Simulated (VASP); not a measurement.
Write the native input for VASP 6.6.1 that does the following.

- Task: single point
- Functional: PBE
- Potentials or basis: VASP PAW PBE potentials, release 64 (Ag)
- Cutoff: 500 eV
- k mesh: 6 × 6 × 4
- Occupations: fermi-dirac, width 0.0680285 eV
- Spin: no spin polarisation
- Dipole correction: no
- Further INCAR settings: ALGO = Normal; EDIFF = 1e-06; NBANDS = 18

The structure of Ag lies in POSCAR:

```
Ag
1.0
    2.9222991408      0.0000000000      0.0000000000
   -1.4611495704      2.5307852934      0.0000000000
    0.0000000000      0.0000000000      4.7016618100
Ag
2
Direct
    0.3333333333      0.6666666667      0.2500000000
    0.6666666667      0.3333333333      0.7500000000
```

This isn't the form of Ag at room conditions, which is fcc.

These files were run (other wordings do the same):

INCAR

```
PREC = Accurate
ENCUT = 500
EDIFF = 1E-6
ISMEAR = -1
SIGMA = 0.06802846561497
LREAL = False
LASPH = True
NELM = 120
ALGO = Normal
ISIF = 2
LWAVE = False
LCHARG = False
GGA = PE
NBANDS = 18
GGA_COMPAT = False
```

KPOINTS

```
Automatic mesh
0
Gamma
  6 6 4
```

Potentials or basis: VASP PAW PBE potentials, release 64 (Ag).

Command:

```bash
$ cat potpaw_PBE.64/Ag/POTCAR > POTCAR
$ mpirun -np 1 vasp_std > vasp.out
```

It gave:

```json
{
 "Pressure": "3.4 GPa",
 "Band gap on the k mesh": "zero (bands 11 and 12 overlap by 7.37 eV)"
}
```

Caveat: the k points lie up to 0.41 Å⁻¹ apart, too coarse for converged energies and pressures of a metal.

Run time: 16 s on 1 thread of AMD EPYC 7R43 64-Core Processor (Zen 3), on a shared host, peak memory 0.11 GiB.
